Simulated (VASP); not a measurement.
# Ga (P6_3/mmc) in VASP: notebook

The runs below take Ga through single point, with PBE.

Everything below comes from runs of VASP 6.6.1. Logs are shortened: lines on timing, memory, paths and dates and some standing lists are left out, and cuts for length are marked.

### Step 1. The cell of the first run

The structure is hexagonal, space group P6_3/mmc (No. 194). Conventional cell: a = 3.273 Å, b = 3.273 Å, c = 8.914 Å, α = 90.00°, β = 90.00°, γ = 120.00°. Ga (site symmetry -6m2) has 3 Ga at 1.89 Å within 2.5 Å. Ga (site symmetry -6m2) has 3 Ga at 1.89 Å within 2.5 Å.

This isn't the form of Ga at room conditions, which is orthorhombic.

### Step 2. Single point, PBE

Input file INCAR:

```
SYSTEM = Ga
  PREC = Accurate
  ENCUT = 520
  EDIFF = 1E-6
  ISMEAR = 0
  SIGMA = 0.1
  LREAL = .False.
  LASPH = .True.
  NELM = 100
  ALGO = Normal
  ISIF = 2
  LWAVE = .False.
  LCHARG = .True.
  GGA = PE
  LELF = .True.
  LVHAR = .True.
  NBANDS = 34
```

Input file KPOINTS:

```
regular mesh
0
Gamma
  6 6 2
  0 0 0
```

Input file POSCAR:

```
Ga
1.0
    3.2727731804      0.0000000000      0.0000000000
   -1.6363865902      2.8343047150      0.0000000000
    0.0000000000      0.0000000000      8.9136505320
Ga
4
Direct
    0.0000000000      0.0000000000      0.2500000000
    0.0000000000      0.0000000000      0.7500000000
    0.3333333333      0.6666666667      0.7500000000
    0.6666666667      0.3333333333      0.2500000000
```

Potentials or basis: VASP PAW PBE potentials, release 64 (Ga_d).

Run with:

```
cat potpaw_PBE.64/Ga_d/POTCAR > POTCAR
mpirun -np 1 vasp_std > vasp.out
```

OUTCAR:

```text
SYSTEM = Ga
   PREC = Accurate
   ENCUT = 520
   EDIFF = 1E-6
   ISMEAR = 0
   LREAL = .False.
   LASPH = .True.
   NELM = 100
   ISIF = 2
   GGA = PE

 ion  position               nearest neighbor table
   1  0.000  0.000  0.250-   4 1.89   4 1.89   4 1.89
   2  0.000  0.000  0.750-   3 1.89   3 1.89   3 1.89
   3  0.333  0.667  0.750-   2 1.89   2 1.89   2 1.89
   4  0.667  0.333  0.250-   1 1.89   1 1.89   1 1.89

  LATTYP: Found a hexagonal cell.
 ALAT       =     3.2727731804
 C/A-ratio  =     2.7235772358

  Lattice vectors:

 A1 = (   3.2727731804,   0.0000000000,   0.0000000000)
 A2 = (  -1.6363865902,   2.8343047150,   0.0000000000)
 A3 = (   0.0000000000,   0.0000000000,   8.9136505320)

Analysis of symmetry for initial positions (statically):
=====================================================================
 Subroutine PRICEL returns:
 Original cell was already a primitive cell.

 Routine SETGRP: Setting up the symmetry group for a
 hexagonal supercell.

 Subroutine GETGRP returns: Found 24 space group operations
 (whereof 12 operations were pure point group operations)
 out of a pool of 24 trial point group operations.

The static configuration has the point symmetry D_3d.
 The point group associated with its full space group is D_6h.

Analysis of symmetry for dynamics (positions and initial velocities):
=====================================================================
 Subroutine PRICEL returns:
 Original cell was already a primitive cell.

 Routine SETGRP: Setting up the symmetry group for a
 hexagonal supercell.

 Subroutine GETGRP returns: Found 24 space group operations
 (whereof 12 operations were pure point group operations)
 out of a pool of 24 trial point group operations.

The dynamic configuration has the point symmetry D_3d.
 The point group associated with its full space group is D_6h.

 Subroutine INISYM returns: Found 24 space group operations
 (whereof 12 operations are pure point group operations),
 and found     1 'primitive' translations

----------------------------------------------------------------------------------------

                                     Primitive cell

  volume of cell :      82.6833

  direct lattice vectors                    reciprocal lattice vectors
     3.272773180  0.000000000  0.000000000     0.305551269  0.176410108  0.000000000
[... 78 lines left out ...]
   NELM   =    100;   NELMIN=  2; NELMDL= -5     # of ELM steps
   EDIFF  = 0.1E-05   stopping-criterion for ELM
   LREAL  =      F    real-space projection
   EDIFFG = 0.1E-04   stopping-criterion for IOM
   NSW    =      0    number of steps for IOM
   IBRION =     -1    ionic relax: 0-MD 1-quasi-New 2-CG
   NFREE  =      0    steps in history (QN), initial steepest desc. (CG)
   ISIF   =      2    stress and relaxation
   ISYM   =      2    0-nonsym 1-usesym 2-fastsym
   POTIM  = 0.5000    time-step for ionic-motion
   TEBEG  =    0.0;   TEEND  =   0.0 temperature during run
   PSTRESS=    0.0 pullay stress
   NELECT =      52.0000    total number of electrons
   NUPDOWN=      -1.0000    fix difference up-down
   EMIN   =  10.00;   EMAX   =-10.00  energy-range for DOS
   EFERMI =   0.00;   METHOD = LEGACY
   ISMEAR =     0;   SIGMA  =   0.10  broadening in eV -4-tet -1-fermi 0-gaus
   EFERMI_NEDOS =   21; number of points for ismear=-14 and -15
   IALGO  =     38    algorithm
   IMIX   =      4    mixing-type and parameters
     AMIX     =   0.40;   BMIX     =  1.00
     AMIX_MAG =   1.60;   BMIX_MAG =  1.00
  volume/ion in A,a.u.               =      20.67       139.49
  Fermi-wavevector in a.u.,A,eV,Ry     =   1.402609  2.650547 26.766902  1.967312
  Thomas-Fermi vector in A             =   2.525354
   LORBIT       =      0    0 simple, 1 ext, 2 COOP (PROOUT), +10 PAW based schemes
   GGA     = PE    functional components
   LHFCALC =     F    Hartree Fock is set to
   AEXX    =    0.0000 exact exchange contribution
   IVDW    =     0    specifies the selected vdW correction
   LEPSILON=     F    determine dielectric tensor
   LRPA    =     F    only Hartree local field effects (RPA)
 non-spin polarized calculation
 Gauss-broadening in eV      SIGMA  =   0.10
  energy-cutoff  :      520.00
  volume of cell :       82.68
 maximum number of plane-waves:      2268
   NGX = 13   NGY = 13   NGZ = 33

 number of electron      52.0000020 magnetization

 Free energy of the ion-electron system (eV)
  ---------------------------------------------------
  ext. energy  EPLUGINS =         0.00000000
  ---------------------------------------------------
  free energy    TOTEN  =         4.37403248 eV

  energy without entropy =        4.38324367  energy(sigma->0) =        4.37863807

 E-fermi :   4.0757     XC(G=0):  -9.6077

 val. band max:        4.0741547948   @ k =   0.5000  -0.0000   0.0000
 cond. band min:       4.1249996884   @ k =   0.5000  -0.0000   0.0000
 fundamental gap:      0.0508448936
 Fermi energy:         4.0756968828

 k-point     1 :       0.0000    0.0000    0.0000
  band No.  band energies     occupation
      1     -13.1717      2.00000
      2     -13.1716      2.00000
      3     -12.6529      2.00000
      4     -12.6529      2.00000
      5     -12.6528      2.00000
      6     -12.6528      2.00000
[... 507 lines left out ...]
     33      14.6567      0.00000
     34      14.6567      0.00000

------------------------ aborting loop because EDIFF is reached ----------------------------------------

  FORCE on cell =-STRESS in cart. coord.  units (eV):
  Direction    XX          YY          ZZ          XY          YZ          ZX
  --------------------------------------------------------------------------------------
  -------------------------------------------------------------------------------------
  Total       68.0034283     68.0034283     -0.2657276      0.0000000      0.0000000      0.0000000
  in kB     1317.7206138   1317.7206137     -5.1490745      0.0000000      0.0000000      0.0000000
  external PRESSURE =     876.7640510 kB  Pullay stress =       0.0000000 kB

 VOLUME and BASIS-vectors are now :
 -----------------------------------------------------------------------------
  energy-cutoff  :      520.00
  volume of cell :       82.68
      direct lattice vectors                 reciprocal lattice vectors
     3.272773180  0.000000000  0.000000000     0.305551269  0.176410108  0.000000000
    -1.636386590  2.834304715  0.000000000     0.000000000  0.352820215  0.000000000
     0.000000000  0.000000000  8.913650532     0.000000000  0.000000000  0.112187481

 POSITION                                       TOTAL-FORCE (eV/Angst)
 -----------------------------------------------------------------------------------
      0.00000      0.00000      2.22841        -0.000000      0.000000      0.000000
      0.00000      0.00000      6.68524         0.000000     -0.000000      0.000000
     -0.00000      1.88954      6.68524        -0.000000      0.000000      0.000000
      1.63639      0.94477      2.22841         0.000000     -0.000000     -0.000000
 -----------------------------------------------------------------------------------
    total drift:                                0.000000     -0.000000      0.000000

  FREE ENERGIE OF THE ION-ELECTRON SYSTEM (eV)
  ---------------------------------------------------
  free  energy   TOTEN  =         4.3740324803 eV

  energy  without entropy=        4.3832436660  energy(sigma->0) =        4.37863807
```

OSZICAR:

```text
N       E                     dE             d eps       ncg     rms          rms(c)
DAV:   1     0.418097469392E+03    0.41810E+03   -0.27027E+04   994   0.294E+03
DAV:   2     0.570265381301E+02   -0.36107E+03   -0.34907E+03   976   0.565E+02
DAV:   3     0.588957877671E+01   -0.51137E+02   -0.50322E+02  1104   0.168E+02
DAV:   4     0.382966192831E+01   -0.20599E+01   -0.20550E+01  1078   0.365E+01
DAV:   5     0.378093596532E+01   -0.48726E-01   -0.48719E-01  1224   0.561E+00    0.558E+00
DAV:   6     0.415959735154E+01    0.37866E+00   -0.21078E-01  1050   0.433E+00    0.310E+00
DAV:   7     0.438684467750E+01    0.22725E+00   -0.41414E-01  1034   0.532E+00    0.274E-01
DAV:   8     0.437608684008E+01   -0.10758E-01   -0.96417E-02  1056   0.261E+00    0.203E-01
DAV:   9     0.437437740436E+01   -0.17094E-02   -0.33796E-03  1126   0.905E-01    0.736E-02
DAV:  10     0.437406567417E+01   -0.31173E-03   -0.82804E-04  1054   0.778E-01    0.213E-02
DAV:  11     0.437404052323E+01   -0.25151E-04   -0.22153E-04  1070   0.357E-01    0.126E-02
DAV:  12     0.437403010736E+01   -0.10416E-04   -0.10978E-04  1230   0.873E-02    0.955E-03
DAV:  13     0.437403344077E+01    0.33334E-05   -0.13061E-05  1164   0.823E-02    0.408E-03
DAV:  14     0.437403237701E+01   -0.10638E-05   -0.45931E-06   890   0.380E-02    0.150E-03
DAV:  15     0.437403248030E+01    0.10329E-06   -0.58183E-07   618   0.184E-02
   1 F= 0.43740325E+01 E0= 0.43786381E+01  d E =-.921119E-02
```

Run time: 19 s. Hardware: 1 thread of Intel Xeon 6975P-C (Granite Rapids), shared host; peak memory 0.19 GiB.

What came out:

| Quantity | Value |
| --- | --- |
| Free energy | 4.3740 eV |
| Pressure | 87.7 GPa |
| Band gap on the k mesh | zero (bands 26 and 27 overlap by 4.61 eV) |

Caveat: the k points lie up to 0.37 Å⁻¹ apart, too coarse for converged energies and pressures of a metal.

### Step 3. Single point, PBE

This run uses another cell than the first one, of 22.60 Å³/atom.

Input file INCAR:

```
ALGO = Normal
EDIFF = 1E-6
ENCUT = 520
GGA = PE
ISIF = 2
ISMEAR = 0
LASPH = T
LCHARG = T
LELF = T
LREAL = F
LVHAR = T
LWAVE = F
NBANDS = 34
NELM = 100
PREC = Accurate
SIGMA = 0.1
```

Input file KPOINTS:

```
k-points
0
Gamma
  6 6 2
```

Input file POSCAR:

```
Ga
1.0
    4.4955674772      0.0000000000      0.0000000000
   -2.2477837386      3.8932756397      0.0000000000
    0.0000000000      0.0000000000      5.1657160173
Ga
4
Direct
    0.0000000000      0.0000000000      0.2500000000
    0.0000000000      0.0000000000      0.7500000000
    0.3333333333      0.6666666667      0.7500000000
    0.6666666667      0.3333333333      0.2500000000
```

Potentials or basis: VASP PAW PBE potentials, release 64 (Ga_d).

Run with:

```
cat potpaw_PBE.64/Ga_d/POTCAR > POTCAR
mpirun -np 1 vasp_std > vasp.out
```

OUTCAR:

```text
EDIFF = 1E-6
   ENCUT = 520
   GGA = PE
   ISIF = 2
   ISMEAR = 0
   LASPH = T
   LREAL = F
   NELM = 100
   PREC = Accurate

 ion  position               nearest neighbor table
   1  0.000  0.000  0.250-   2 2.58   2 2.58   4 2.60   4 2.60   4 2.60
   2  0.000  0.000  0.750-   1 2.58   1 2.58   3 2.60   3 2.60   3 2.60
   3  0.333  0.667  0.750-   2 2.60   2 2.60   2 2.60
   4  0.667  0.333  0.250-   1 2.60   1 2.60   1 2.60

[... 706 lines left out ...]

  FORCE on cell =-STRESS in cart. coord.  units (eV):
  Direction    XX          YY          ZZ          XY          YZ          ZX
  --------------------------------------------------------------------------------------
  -------------------------------------------------------------------------------------
  Total        0.0824616      0.0824616     -0.0978191      0.0000000      0.0000000      0.0000000
  in kB        1.4612750      1.4612750     -1.7334205      0.0000000      0.0000000      0.0000000
  external PRESSURE =       0.3963765 kB  Pullay stress =       0.0000000 kB

 VOLUME and BASIS-vectors are now :
 -----------------------------------------------------------------------------
  energy-cutoff  :      520.00
  volume of cell :       90.41
      direct lattice vectors                 reciprocal lattice vectors
     4.495567477  0.000000000  0.000000000     0.222441328  0.128426561  0.000000000
    -2.247783739  3.893275640  0.000000000     0.000000000  0.256853121  0.000000000
     0.000000000  0.000000000  5.165716017     0.000000000  0.000000000  0.193584006

 POSITION                                       TOTAL-FORCE (eV/Angst)
 -----------------------------------------------------------------------------------
      0.00000      0.00000      1.29143         0.000000      0.000000     -0.000000
      0.00000      0.00000      3.87429        -0.000000     -0.000000     -0.000000
     -0.00000      2.59552      3.87429        -0.000000      0.000000      0.000000
      2.24778      1.29776      1.29143         0.000000      0.000000      0.000000
 -----------------------------------------------------------------------------------
    total drift:                               -0.000000      0.000000     -0.000000

  FREE ENERGIE OF THE ION-ELECTRON SYSTEM (eV)
  ---------------------------------------------------
  free  energy   TOTEN  =       -11.3954511965 eV

  energy  without entropy=      -11.3879251666  energy(sigma->0) =      -11.39168818
```

OSZICAR:

```text
N       E                     dE             d eps       ncg     rms          rms(c)
DAV:   1     0.361583960357E+03    0.36158E+03   -0.25646E+04   960   0.277E+03
DAV:   2     0.335702278580E+02   -0.32801E+03   -0.32010E+03  1008   0.539E+02
DAV:   3    -0.100705966924E+02   -0.43641E+02   -0.42747E+02  1062   0.152E+02
DAV:   4    -0.115564744555E+02   -0.14859E+01   -0.14741E+01  1158   0.302E+01
DAV:   5    -0.115856058533E+02   -0.29131E-01   -0.29121E-01  1190   0.447E+00    0.249E+00
DAV:   6    -0.114278516206E+02    0.15775E+00   -0.16063E-01  1368   0.136E+01    0.140E+00
DAV:   7    -0.113930122874E+02    0.34839E-01   -0.23485E-01  1164   0.777E+00    0.324E-01
DAV:   8    -0.113951239736E+02   -0.21117E-02   -0.95427E-02  1012   0.736E+00    0.176E-01
DAV:   9    -0.113947366352E+02    0.38734E-03   -0.98305E-03  1152   0.442E+00    0.778E-02
DAV:  10    -0.113954782393E+02   -0.74160E-03   -0.70874E-03  1058   0.703E-01    0.439E-02
DAV:  11    -0.113954568919E+02    0.21347E-04   -0.93818E-04  1104   0.450E-01    0.168E-02
DAV:  12    -0.113954567644E+02    0.12743E-06   -0.14767E-04  1560   0.747E-01    0.124E-02
DAV:  13    -0.113954549654E+02    0.17990E-05   -0.12646E-04  1184   0.369E-01    0.824E-03
DAV:  14    -0.113954506584E+02    0.43070E-05   -0.29069E-05  1604   0.133E-01    0.280E-03
DAV:  15    -0.113954510591E+02   -0.40072E-06   -0.14857E-05  1052   0.876E-02    0.139E-03
DAV:  16    -0.113954511965E+02   -0.13740E-06   -0.21643E-06   678   0.294E-02
   1 F= -.11395451E+02 E0= -.11391688E+02  d E =-.752603E-02
```

It took 26 s on 1 thread of Intel Xeon 6975P-C (Granite Rapids), shared host; peak memory 0.21 GiB.

What came out:

- Free energy: -11.3955 eV
- Pressure: 0.0 GPa
- Band gap on the k mesh: zero (bands 26 and 27 overlap by 1.54 eV)

Stress tensor (GPa, compression positive):
```
 0.15  0.00  0.00
 0.00  0.15  0.00
 0.00  0.00 -0.17
```

Caveat: the k points lie up to 0.61 Å⁻¹ apart, too coarse for converged energies and pressures of a metal.
